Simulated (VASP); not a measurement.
# Yb (P6_3/mmc) in VASP: electric field gradients with PBE

Aim: the electric field gradients of Yb with PBE.

Everything below comes from runs of VASP 6.6.1. Logs are shortened: lines on timing, memory, paths and dates and some standing lists are left out, and cuts for length are marked.

**1. The cell of the first run**

Symmetry: P6_3/mmc, No. 194, hexagonal system. Conventional cell: a = 3.880 Å, b = 3.880 Å, c = 6.386 Å, α = 90.00°, β = 90.00°, γ = 120.00°. Within 5.1 Å of Yb (site symmetry -6m2) lie 12 Yb at 3.88 to 3.90 Å.

This isn't the form of Yb at room conditions, which is fcc.

**2. Electric field gradients, PBE, non-collinear spin, zero start, spin-orbit coupling**

Input file INCAR:

```
  ALGO = Normal
  EDIFF = 1E-8
  ENCUT = 520
  GGA = PE
  GGA_COMPAT = False
  ISIF = 2
  ISMEAR = -1
  KPAR = 2
  LASPH = True
  LCHARG = False
  LEFG = True
  LMAXMIX = 6
  LORBIT = 11
  LORBMOM = True
  LREAL = False
  LSORBIT = True
  LWAVE = False
  MAGMOM = 0 0 0 0 0 0
  NBANDS = 60
  NELM = 150
  PREC = Accurate
  SIGMA = 0.03
```

Input file KPOINTS:

```
k-points
0
Gamma
  11 11 6
```

Input file POSCAR:

```
Yb
1.0
    3.8798991495      0.0000000000      0.0000000000
   -1.9399495748      3.3600912276      0.0000000000
    0.0000000000      0.0000000000      6.3859000000
Yb
2
Direct
    0.3333333333      0.6666666667      0.2500000000
    0.6666666667      0.3333333333      0.7500000000
```

Potentials or basis: VASP PAW PBE potentials, release 64 (Yb).

On the command line:

```console
cat potpaw_PBE.64/Yb/POTCAR > POTCAR
mpirun -np 2 vasp_ncl > vasp.out
```

OUTCAR:

```text
EDIFF = 1E-8
   ENCUT = 520
   GGA = PE
   ISIF = 2
   ISMEAR = -1
   LASPH = True
   LORBIT = 11
   LREAL = False
   LSORBIT = True
   NELM = 150
   PREC = Accurate

 ion  position               nearest neighbor table
   1  0.333  0.667  0.250-
   2  0.667  0.333  0.750-

  LATTYP: Found a hexagonal cell.
 ALAT       =     3.8798991495
 C/A-ratio  =     1.6458932962

  Lattice vectors:

 A1 = (   3.8798991495,   0.0000000000,   0.0000000000)
 A2 = (  -1.9399495748,   3.3600912276,   0.0000000000)
 A3 = (   0.0000000000,   0.0000000000,   6.3859000000)

Analysis of symmetry for initial positions (statically):
=====================================================================
 Subroutine PRICEL returns:
 Original cell was already a primitive cell.

 Routine SETGRP: Setting up the symmetry group for a
 hexagonal supercell.

 Subroutine GETGRP returns: Found 24 space group operations
 (whereof 12 operations were pure point group operations)
 out of a pool of 24 trial point group operations.

The static configuration has the point symmetry D_3d.
 The point group associated with its full space group is D_6h.

Analysis of symmetry for dynamics (positions and initial velocities):
=====================================================================
 Subroutine PRICEL returns:
 Original cell was already a primitive cell.

 Routine SETGRP: Setting up the symmetry group for a
 hexagonal supercell.

 Subroutine GETGRP returns: Found 24 space group operations
 (whereof 12 operations were pure point group operations)
 out of a pool of 24 trial point group operations.

The dynamic configuration has the point symmetry D_3d.
 The point group associated with its full space group is D_6h.

Analysis of structural, dynamic, and magnetic symmetry:
=====================================================================
 Subroutine PRICEL returns:
 Original cell was already a primitive cell.

 Routine SETGRP: Setting up the symmetry group for a
 hexagonal supercell.

 Subroutine GETGRP returns: Found 24 space group operations
 (whereof 12 operations were pure point group operations)
 out of a pool of 24 trial point group operations.

The overall configuration has the point symmetry D_3d.
 The point group associated with its full space group is D_6h.

 Subroutine INISYM returns: Found 24 space group operations
 (whereof 12 operations are pure point group operations),
 and found     1 'primitive' translations

----------------------------------------------------------------------------------------

                                     Primitive cell

  volume of cell :      83.2518

  direct lattice vectors                    reciprocal lattice vectors
     3.879899149  0.000000000  0.000000000     0.257738658  0.148805484  0.000000000
    -1.939949575  3.360091228  0.000000000     0.000000000  0.297610967  0.000000000
     0.000000000  0.000000000  6.385900000     0.000000000  0.000000000  0.156594998

  length of vectors
     3.879899149  3.879899150  6.385900000     0.297610967  0.297610967  0.156594998

  position of ions in fractional coordinates (direct lattice)
     0.333333333  0.666666667  0.250000000
     0.666666667  0.333333333  0.750000000

  ion indices of the primitive-cell ions
   primitive index   ion index
                 1           1
                 2           2

----------------------------------------------------------------------------------------

 KPOINTS: k-points

Automatic generation of k-mesh.
 Grid dimensions read from file:
 generate k-points for:   11   11    6

 Generating k-lattice:

  Cartesian coordinates                     Fractional coordinates (reciprocal lattice)
     0.023430787  0.013527771  0.000000000     0.090909091  0.000000000  0.000000000
     0.000000000  0.027055542  0.000000000     0.000000000  0.090909091  0.000000000
     0.000000000  0.000000000  0.026099166     0.000000000  0.000000000  0.166666667

  Length of vectors
     0.027055542  0.027055542  0.026099166

  Shift w.r.t. Gamma in fractional coordinates (k-lattice)
     0.000000000  0.000000000  0.000000000

[... 94 lines left out ...]

 Free energy of the ion-electron system (eV)
  ---------------------------------------------------
  ext. energy  EPLUGINS =         0.00000000
  ---------------------------------------------------
  free energy    TOTEN  =        -8.83451085 eV

  energy without entropy =       -8.81474230  energy(sigma->0) =       -8.82462657

 E-fermi :   1.1564     XC(G=0):  -8.8449

 val. band max:        1.1554033040   @ k =   0.2727   0.2727   0.0000
 cond. band min:       1.1630404858   @ k =   0.2727   0.2727   0.1667
 fundamental gap:      0.0076371818
 Fermi energy:         1.1564013310

 k-point     1 :       0.0000    0.0000    0.0000
  band No.  band energies     occupation
      1     -50.9677      1.00000
      2     -50.9677      1.00000
      3     -50.9602      1.00000
      4     -50.9602      1.00000
      5     -27.1747      1.00000
      6     -27.1747      1.00000
[... 1501 lines left out ...]
     59       4.6128      0.00000
     60       4.6135      0.00000

 [... further k-points ...]
[... 5 lines left out ...]
  --------------------------------------------------------------------------------------
  -------------------------------------------------------------------------------------
  Total       -0.7041420     -0.7041420     -0.6531370      0.0000000      0.0000000      0.0000000
  in kB      -13.5511834    -13.5511834    -12.5695946      0.0000000      0.0000000      0.0000000
  external PRESSURE =     -13.2239871 kB  Pullay stress =       0.0000000 kB

 VOLUME and BASIS-vectors are now :
 -----------------------------------------------------------------------------
  energy-cutoff  :      520.00
  volume of cell :       83.25
      direct lattice vectors                 reciprocal lattice vectors
     3.879899149  0.000000000  0.000000000     0.257738658  0.148805484  0.000000000
    -1.939949575  3.360091228  0.000000000     0.000000000  0.297610967  0.000000000
     0.000000000  0.000000000  6.385900000     0.000000000  0.000000000  0.156594998

 POSITION                                       TOTAL-FORCE (eV/Angst)
 -----------------------------------------------------------------------------------
     -0.00000      2.24006      1.59648        -0.000000     -0.000000      0.000000
      1.93995      1.12003      4.78943         0.000000      0.000000     -0.000000
 -----------------------------------------------------------------------------------
    total drift:                                0.000000      0.000000     -0.000000

  FREE ENERGIE OF THE ION-ELECTRON SYSTEM (eV)
  ---------------------------------------------------
  free  energy   TOTEN  =        -8.8345108476 eV

  energy  without entropy=       -8.8147422980  energy(sigma->0) =       -8.82462657

 Electric field gradients (V/A^2)
---------------------------------------------------------------------
 ion       V_xx      V_yy      V_zz      V_xy      V_xz      V_yz
---------------------------------------------------------------------
   1       6.961     6.958   -13.919    -0.002    -0.000    -0.000
   2       6.961     6.958   -13.919    -0.002     0.000     0.000
---------------------------------------------------------------------

 Electric field gradients after diagonalization (V/A^2)
 (convention: |V_zz| > |V_xx| > |V_yy|)
----------------------------------------------------------------------
 ion       V_xx      V_yy      V_zz     asymmetry (V_yy - V_xx)/ V_zz
----------------------------------------------------------------------
   1       6.962     6.957   -13.919       0.000
   2       6.962     6.957   -13.919       0.000
----------------------------------------------------------------------

           NMR quadrupolar parameters

 Cq : quadrupolar parameter    Cq=e*Q*V_zz/h
 eta: asymmetry parameters     (V_yy - V_xx)/ V_zz
 Q  : nuclear electric quadrupole moment in mb (millibarn)
----------------------------------------------------------------------
 ion       Cq(MHz)       eta       Q (mb)
----------------------------------------------------------------------
   1      -0.034       0.000       1.000
   2      -0.034       0.000       1.000
----------------------------------------------------------------------

 orbital moment (x)

 # of ion     p       d       f       tot
 ------------------------------------------------
  1         0.000  -0.000   0.000   0.000
  2        -0.000  -0.000   0.000  -0.000
 ------------------------------------------------
           -0.000  -0.000   0.000  -0.000

 orbital moment (y)

 # of ion     p       d       f       tot
 ------------------------------------------------
  1         0.000  -0.000  -0.000   0.000
  2         0.000  -0.000  -0.000   0.000
 ------------------------------------------------
            0.000  -0.000  -0.000   0.000

 orbital moment (z)

 # of ion     p       d       f       tot
 ------------------------------------------------
  1         0.000   0.000   0.000   0.000
  2         0.000   0.000  -0.000  -0.000
 ------------------------------------------------
            0.000   0.000  -0.000  -0.000

 Spin-Orbit-Coupling matrix elements

 Ion:    1  E_soc:     -1.7711182
 l=   1
     0.0000000    -0.2570204    -0.2563452
    -0.2570204     0.0000000    -0.2570204
    -0.2563452    -0.2570204     0.0000000
 l=   2
     0.0000000    -0.0001626     0.0000000    -0.0001626    -0.0006003
    -0.0001626     0.0000000    -0.0003532    -0.0001616    -0.0001626
     0.0000000    -0.0003532     0.0000000    -0.0003532     0.0000000
    -0.0001626    -0.0001616    -0.0003532     0.0000000    -0.0001626
    -0.0006003    -0.0001626     0.0000000    -0.0001626     0.0000000
 l=   3
     0.0000000    -0.0052885     0.0000000     0.0000000     0.0000000    -0.0052885    -0.0238873
    -0.0052885     0.0000000    -0.0054076     0.0000000    -0.0054076    -0.0119565    -0.0030631
     0.0000000    -0.0054076     0.0000000    -0.0189719    -0.0009334    -0.0054076     0.0000000
     0.0000000     0.0000000    -0.0189719     0.0000000    -0.0189719     0.0000000     0.0000000
     0.0000000    -0.0054076    -0.0009334    -0.0189719     0.0000000    -0.0054076     0.0000000
    -0.0052885    -0.0119565    -0.0054076     0.0000000    -0.0054076     0.0000000    -0.0030631
    -0.0238873    -0.0030631     0.0000000     0.0000000     0.0000000    -0.0030631     0.0000000

 Ion:    2  E_soc:     -1.7711182
 l=   1
     0.0000000    -0.2570204    -0.2563452
    -0.2570204     0.0000000    -0.2570204
    -0.2563452    -0.2570204     0.0000000
 l=   2
     0.0000000    -0.0001626     0.0000000    -0.0001626    -0.0006003
    -0.0001626     0.0000000    -0.0003532    -0.0001616    -0.0001626
     0.0000000    -0.0003532     0.0000000    -0.0003532     0.0000000
    -0.0001626    -0.0001616    -0.0003532     0.0000000    -0.0001626
    -0.0006003    -0.0001626     0.0000000    -0.0001626     0.0000000
 l=   3
     0.0000000    -0.0052885     0.0000000     0.0000000     0.0000000    -0.0052885    -0.0238873
    -0.0052885     0.0000000    -0.0054076     0.0000000    -0.0054076    -0.0119565    -0.0030631
     0.0000000    -0.0054076     0.0000000    -0.0189719    -0.0009334    -0.0054076     0.0000000
     0.0000000     0.0000000    -0.0189719     0.0000000    -0.0189719     0.0000000     0.0000000
     0.0000000    -0.0054076    -0.0009334    -0.0189719     0.0000000    -0.0054076     0.0000000
    -0.0052885    -0.0119565    -0.0054076     0.0000000    -0.0054076     0.0000000    -0.0030631
    -0.0238873    -0.0030631     0.0000000     0.0000000     0.0000000    -0.0030631     0.0000000

 total charge

# of ion       s       p       d       f       tot
--------------------------------------------------
    1        2.214   6.106   0.220  13.601  22.140
    2        2.214   6.106   0.220  13.601  22.140
--------------------------------------------------
tot          4.428  12.211   0.440  27.202  44.280

 magnetization (x)

# of ion       s       p       d       f       tot
--------------------------------------------------
    1        0.000   0.000  -0.000   0.000   0.000
    2        0.000   0.000   0.000   0.000   0.000
--------------------------------------------------
tot          0.000   0.000  -0.000   0.000   0.000

 magnetization (y)

# of ion       s       p       d       f       tot
--------------------------------------------------
    1       -0.000   0.000   0.000   0.000   0.000
    2       -0.000   0.000   0.000   0.000   0.000
--------------------------------------------------
tot         -0.000   0.000   0.000   0.000   0.000

 magnetization (z)

# of ion       s       p       d       f       tot
--------------------------------------------------
    1        0.000   0.000   0.000   0.000   0.000
    2        0.000   0.000   0.000   0.000   0.000
--------------------------------------------------
tot          0.000   0.000   0.000   0.000   0.000
```

Run time: 17 min. Hardware: 2 MPI ranks of Intel Xeon Platinum 8488C (Sapphire Rapids), shared host; peak memory 0.7 GiB.

Results:

```
Free energy                                           : -8.8345 eV
Pressure                                              : -1.3 GPa
Net moment                                            : 0.00 μB per cell
Largest electric field gradient by atom               : Yb -13.9 V/Å²
Valence electrons inside the program's atomic spheres : Yb 22.14
```

Stress tensor (GPa, compression positive):
```
-1.36  0.00  0.00
 0.00 -1.36  0.00
 0.00  0.00 -1.26
```

Moments on the atoms (μB; x, y, z):
```
Yb  0.00 0.00 0.00
Yb  0.00 0.00 0.00
```

Electric field gradients, principal values (V/Å²):
```tsv
atom	least	middle	greatest (by size)
1 Yb	6.957	6.962	-13.919
2 Yb	6.957	6.962	-13.919
```

Caveat: without QUAD_EFG the Cq values of the log hold for a quadrupole moment of 1 mb, not for the nuclei. The state reached can hang on the start; a lower one may exist.
